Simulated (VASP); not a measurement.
# SiNi2 (P6_3/mmc) in VASP: further runs

Runs on SiNi2. Level: PBE. Tasks: relaxation of shape and atoms at fixed volume.

Program: VASP 6.6.1. These are calculated values, not measurements. Logs are shortened: lines on timing, memory, paths and dates and some standing lists are left out, and cuts for length are marked.

## 1. The cell of the first run

It takes space group P6_3/mmc (No. 194, hexagonal). The conventional cell has a = 3.801 Å, b = 3.801 Å, c = 4.812 Å, α = 90.00°, β = 90.00°, γ = 120.00°. Si (site symmetry -6m2) has 11 Ni at 2.19 to 2.50 Å within 2.9 Å. Ni (site symmetry -3m) has 8 Ni at 2.41 to 2.50 Å and 6 Si at 2.50 Å within 3.2 Å. Within 2.9 Å of Ni (site symmetry -6m2) lie 5 Si at 2.19 to 2.41 Å and 6 Ni at 2.50 Å.

## 2. Relaxation of shape and atoms at fixed volume, PBE (10.03 Å³/atom)

Input file INCAR:

```
SYSTEM = SiNi2
  PREC = Accurate
  ENCUT = 600
  EDIFF = 1E-7
  ISMEAR = 0
  SIGMA = 0.1
  LREAL = .FALSE.
  LASPH = .TRUE.
  NELM = 120
  ALGO = Normal
  ISIF = 4
  LWAVE = .FALSE.
  LCHARG = .FALSE.
  GGA = PE
  IBRION = 2
  NSW = 50
  EDIFFG = -0.01
  GGA_COMPAT = .FALSE.
  NELMIN = 4
```

Input file KPOINTS:

```
regular mesh
0
G
  12 12 8
  0 0 0
```

Input file POSCAR:

```
SiNi2
1.0
    3.8006768405      0.0000000000      0.0000000000
   -1.9003384203      3.2914826954      0.0000000000
    0.0000000000      0.0000000000      4.8120237669
Si Ni
2 4
Direct
    0.3333333333      0.6666666667      0.7500000000
    0.6666666667      0.3333333333      0.2500000000
    0.0000000000      0.0000000000      0.0000000000
    0.0000000000      0.0000000000      0.5000000000
    0.3333333333      0.6666666667      0.2500000000
    0.6666666667      0.3333333333      0.7500000000
```

Potentials or basis: VASP PAW PBE potentials, release 64 (Si, Ni).

The run is started by

```sh
cat potpaw_PBE.64/Si/POTCAR potpaw_PBE.64/Ni/POTCAR > POTCAR
mpirun -np 1 vasp_std > vasp.out
```

OUTCAR:

```text
SYSTEM = SiNi2
   PREC = Accurate
   ENCUT = 600
   EDIFF = 1E-7
   ISMEAR = 0
   LREAL = .FALSE.
   LASPH = .TRUE.
   NELM = 120
   ISIF = 4
   GGA = PE
   IBRION = 2
   NSW = 50
   EDIFFG = -0.01
   NELMIN = 4

 ion  position               nearest neighbor table
   1  0.333  0.667  0.750-   6 2.19   6 2.19   6 2.19   5 2.41   5 2.41   3 2.50   4 2.50   4 2.50
                             3 2.50   4 2.50   3 2.50
   2  0.667  0.333  0.250-   5 2.19   5 2.19   5 2.19   6 2.41   6 2.41   3 2.50   4 2.50   3 2.50
                             4 2.50   3 2.50   4 2.50
   3  0.000  0.000  0.000-   4 2.41   4 2.41   1 2.50   5 2.50   6 2.50   2 2.50   1 2.50   5 2.50
                             2 2.50   6 2.50   2 2.50   6 2.50   1 2.50   5 2.50
   4  0.000  0.000  0.500-   3 2.41   3 2.41   1 2.50   5 2.50   6 2.50   2 2.50   1 2.50   5 2.50
                             2 2.50   6 2.50   2 2.50   6 2.50   1 2.50   5 2.50
   5  0.333  0.667  0.250-   2 2.19   2 2.19   2 2.19   1 2.41   1 2.41   3 2.50   4 2.50   4 2.50
                             3 2.50   4 2.50   3 2.50
   6  0.667  0.333  0.750-   1 2.19   1 2.19   1 2.19   2 2.41   2 2.41   3 2.50   4 2.50   3 2.50
                             4 2.50   3 2.50   4 2.50

  LATTYP: Found a hexagonal cell.
 ALAT       =     3.8006768405
 C/A-ratio  =     1.2660965320

  Lattice vectors:

 A1 = (   3.8006768405,   0.0000000000,   0.0000000000)
 A2 = (  -1.9003384203,   3.2914826954,   0.0000000000)
 A3 = (   0.0000000000,   0.0000000000,   4.8120237669)

Analysis of symmetry for initial positions (statically):
=====================================================================
 Subroutine PRICEL returns:
 Original cell was already a primitive cell.

 Routine SETGRP: Setting up the symmetry group for a
 hexagonal supercell.

 Subroutine GETGRP returns: Found 24 space group operations
 (whereof 12 operations were pure point group operations)
 out of a pool of 24 trial point group operations.

The static configuration has the point symmetry D_3d.
 The point group associated with its full space group is D_6h.

Analysis of symmetry for dynamics (positions and initial velocities):
=====================================================================
 Subroutine PRICEL returns:
 Original cell was already a primitive cell.
[... 180 lines left out ...]
  energy-cutoff  :      600.00
  volume of cell :       60.20
      direct lattice vectors                 reciprocal lattice vectors
     3.800676840  0.000000000  0.000000000     0.263111030  0.151907224  0.000000000
    -1.900338420  3.291482695  0.000000000     0.000000000  0.303814449  0.000000000
     0.000000000  0.000000000  4.812023767     0.000000000  0.000000000  0.207812772

 POSITION                                       TOTAL-FORCE (eV/Angst)
 -----------------------------------------------------------------------------------
     -0.00000      2.19432      3.60902        -0.000000      0.000000      0.000000
      1.90034      1.09716      1.20301         0.000000     -0.000000      0.000000
      0.00000      0.00000      0.00000         0.000000      0.000000      0.000000
      0.00000      0.00000      2.40601         0.000000      0.000000      0.000000
     -0.00000      2.19432      1.20301         0.000000      0.000000     -0.000000
      1.90034      1.09716      3.60902         0.000000      0.000000     -0.000000
 -----------------------------------------------------------------------------------
    total drift:                                0.000000     -0.000000      0.000000

  FREE ENERGIE OF THE ION-ELECTRON SYSTEM (eV)
  ---------------------------------------------------
  free  energy   TOTEN  =       -35.3670091884 eV

  energy  without entropy=      -35.3508032585  energy(sigma->0) =      -35.35890622

--------------------------------------- Ionic step        2  -------------------------------------------

 number of electron      47.9999999 magnetization

 Free energy of the ion-electron system (eV)
  ---------------------------------------------------
  ext. energy  EPLUGINS =         0.00000000
  ---------------------------------------------------
  free energy    TOTEN  =       -35.36765526 eV

  energy without entropy =      -35.35143943  energy(sigma->0) =      -35.35954735

 E-fermi :  12.4629     XC(G=0): -13.3970

 val. band max:       12.4459753613   @ k =   0.3333  -0.0000   0.2500
 cond. band min:      12.4682884511   @ k =   0.3333   0.3333   0.2500
 fundamental gap:      0.0223130898
 Fermi energy:        12.4628791156

 k-point     1 :       0.0000    0.0000    0.0000
  band No.  band energies     occupation
      1      -0.8351      2.00000
      2       3.9451      2.00000
      3       5.5369      2.00000
      4       6.8810      2.00000
      5       6.8810      2.00000
      6       8.1521      2.00000
[... 733 lines left out ...]
     27      15.3472      0.00000
     28      15.8644      0.00000

 [... further k-points ...]

------------------------ aborting loop because EDIFF is reached ----------------------------------------

  FORCE on cell =-STRESS in cart. coord.  units (eV):
  Direction    XX          YY          ZZ          XY          YZ          ZX
  --------------------------------------------------------------------------------------
  -------------------------------------------------------------------------------------
  Total        8.8289959      8.8289959      8.8784409     -0.0000000     -0.0000000      0.0000000
  in kB      234.9857978    234.9857978    236.3017879     -0.0000000     -0.0000000      0.0000000
  external PRESSURE =     235.4244612 kB  Pullay stress =       0.0000000 kB

 VOLUME and BASIS-vectors are now :
 -----------------------------------------------------------------------------
  energy-cutoff  :      600.00
  volume of cell :       60.20
      direct lattice vectors                 reciprocal lattice vectors
     3.805947238 -0.000000000 -0.000000000     0.262746680  0.151696866  0.000000000
    -1.902973619  3.296046994  0.000000000     0.000000000  0.303393733  0.000000000
     0.000000000  0.000000000  4.798705811     0.000000000  0.000000000  0.208389520

 POSITION                                       TOTAL-FORCE (eV/Angst)
 -----------------------------------------------------------------------------------
     -0.00000      2.19736      3.59903        -0.000000     -0.000000     -0.000000
      1.90297      1.09868      1.19968        -0.000000     -0.000000      0.000000
      0.00000      0.00000      0.00000         0.000000      0.000000      0.000000
      0.00000      0.00000      2.39935         0.000000      0.000000      0.000000
     -0.00000      2.19736      1.19968         0.000000      0.000000     -0.000000
      1.90297      1.09868      3.59903         0.000000      0.000000      0.000000
 -----------------------------------------------------------------------------------
    total drift:                                0.000000     -0.000000      0.000000

  FREE ENERGIE OF THE ION-ELECTRON SYSTEM (eV)
  ---------------------------------------------------
  free  energy   TOTEN  =       -35.3676552647 eV

  energy  without entropy=      -35.3514394287  energy(sigma->0) =      -35.35954735

 reached required accuracy - stopping structural energy minimisation
```

OSZICAR:

```text
N       E                     dE             d eps       ncg     rms          rms(c)
DAV:   1     0.350176121600E+03    0.35018E+03   -0.23767E+04  5328   0.251E+03
[... 23 lines left out ...]
DAV:   3    -0.353685990218E+02    0.12082E-02   -0.88891E-03  7664   0.302E+00    0.252E-01
DAV:   4    -0.353676635343E+02    0.93549E-03   -0.16925E-03  8108   0.926E-01    0.498E-02
DAV:   5    -0.353676565416E+02    0.69927E-05   -0.23971E-04  7212   0.226E-01    0.168E-02
DAV:   6    -0.353676552212E+02    0.13204E-05   -0.15050E-05  7484   0.583E-02    0.921E-03
DAV:   7    -0.353676554063E+02   -0.18505E-06   -0.31772E-06  6868   0.334E-02    0.501E-03
DAV:   8    -0.353676552721E+02    0.13418E-06   -0.72187E-07  5944   0.234E-02    0.957E-04
DAV:   9    -0.353676552647E+02    0.73915E-08   -0.88019E-08  2888   0.380E-03
   2 F= -.35367655E+02 E0= -.35359547E+02  d E =-.646076E-03
```

It took 3.5 min on 1 thread of Intel Xeon 6975P-C (Granite Rapids), shared host; peak memory 0.29 GiB.

Results:

```yaml
Free_energy: -35.3677 eV
Energy_gained_by_relaxing: 0.1 meV/atom
Ionic_steps: 2
Pressure_after_relaxing: 23.5 GPa
Band_gap_on_the_k_mesh: zero (bands 24 and 25 overlap by 3.60 eV)
```

Step by step:
```csv
step,energy change (eV),largest force (eV/Å),pressure (GPa),volume (Å³)
1,0.0000,0.0000,23.64,60.20
2,-0.0006,0.0000,23.54,60.20
```

Final structure:
```
Si Ni
1.0
     3.80595    0.00000    0.00000
    -1.90297    3.29605    0.00000
     0.00000    0.00000    4.79871
Si Ni
2 4
Direct
  0.33333 0.66667 0.75000
  0.66667 0.33333 0.25000
  0.00000 0.00000 0.00000
  0.00000 0.00000 0.50000
  0.33333 0.66667 0.25000
  0.66667 0.33333 0.75000
```

Levels at points of the mesh, in eV from the Fermi level:
```tsv
k point	band 21	band 22	band 23	band 24	band 25	band 26	band 27	band 28
(0.00, 0.00, 0.00)	-0.70	-0.70	0.17	2.77	2.77	2.98	3.00	3.00
(0.50, 0.00, 0.00)	-1.45	-1.34	-1.13	-0.76	-0.60	1.43	1.96	3.19
(0.00, 0.00, 0.50)	-1.38	-1.38	2.48	2.48	3.45	3.45	3.45	3.45
(0.50, 0.00, 0.50)	-1.40	-1.40	-0.99	-0.99	1.02	1.02	3.15	3.15
```

## 3. Relaxation of shape and atoms at fixed volume, PBE (10.36 Å³/atom)

This run uses another cell than the first one, of 10.36 Å³/atom.

Input file INCAR:

```
SYSTEM = SiNi2
  PREC = Accurate
  ENCUT = 600
  EDIFF = 1E-7
  ISMEAR = 0
  SIGMA = 0.1
  LREAL = .False.
  LASPH = .True.
  NELM = 120
  ALGO = Normal
  ISIF = 4
  LWAVE = .False.
  LCHARG = .False.
  GGA = PE
  IBRION = 2
  NSW = 50
  EDIFFG = -0.01
  GGA_COMPAT = .False.
  NELMIN = 4
```

Input file KPOINTS:

```
Automatic mesh
0
Gamma
  12 12 8
  0 0 0
```

Changes to POSCAR since step 2:

```diff
@@ -2,5 +2,5 @@
 1.0
-    3.8006768405      0.0000000000      0.0000000000
-   -1.9003384203      3.2914826954      0.0000000000
-    0.0000000000      0.0000000000      4.8120237669
+    3.8373198391      0.0000000000      0.0000000000
+   -1.9186599196      3.3232164631      0.0000000000
+    0.0000000000      0.0000000000      4.8761843467
 Si Ni
```

Potentials or basis: VASP PAW PBE potentials, release 64 (Si, Ni).

The run is started by

```sh
cat potpaw_PBE.64/Si/POTCAR potpaw_PBE.64/Ni/POTCAR > POTCAR
mpirun -np 1 vasp_std > vasp.out
```

Wall time 2.7 min (1 thread of Intel Xeon 6975P-C (Granite Rapids), shared host); peak memory 0.31 GiB.

It converged, with:

```
Free energy               : -35.6012 eV
Energy gained by relaxing : 0.1 meV/atom
Ionic steps               : 2
Pressure after relaxing   : 14.3 GPa
Band gap on the k mesh    : zero (bands 24 and 25 overlap by 3.46 eV)
```

Step by step:
```tsv
step	energy change (eV)	largest force (eV/Å)	pressure (GPa)	volume (Å³)
1	0.0000	0.0000	14.43	62.18
2	-0.0007	0.0000	14.29	62.18
```

Final structure:
```cif
data_structure
_symmetry_space_group_name_H-M 'P 1'
_symmetry_Int_Tables_number 1
_cell_length_a 3.8426
_cell_length_b 3.8426
_cell_length_c 4.8627
_cell_angle_alpha 90.000
_cell_angle_beta 90.000
_cell_angle_gamma 120.000
_cell_volume 62.18
loop_
_atom_site_label
_atom_site_type_symbol
_atom_site_fract_x
_atom_site_fract_y
_atom_site_fract_z
_atom_site_occupancy
Si1 Si 0.33333 0.66667 0.75000 1
Si2 Si 0.66667 0.33333 0.25000 1
Ni1 Ni 0.00000 0.00000 0.00000 1
Ni2 Ni 0.00000 0.00000 0.50000 1
Ni3 Ni 0.33333 0.66667 0.25000 1
Ni4 Ni 0.66667 0.33333 0.75000 1
```

Levels at points of the mesh, in eV from the Fermi level:
```tsv
k point	band 20	band 21	band 22	band 23	band 24	band 25	band 26	band 27	band 28
(0.00, 0.00, 0.00)	-1.32	-0.67	-0.67	0.15	2.76	2.76	2.85	2.92	2.92
(0.50, 0.00, 0.00)	-1.58	-1.40	-1.29	-1.08	-0.73	-0.58	1.30	1.90	3.09
(0.00, 0.00, 0.50)	-1.32	-1.32	-1.32	2.33	2.33	3.38	3.38	3.38	3.38
(0.50, 0.00, 0.50)	-1.79	-1.34	-1.34	-0.96	-0.96	0.99	0.99	3.03	3.03
```
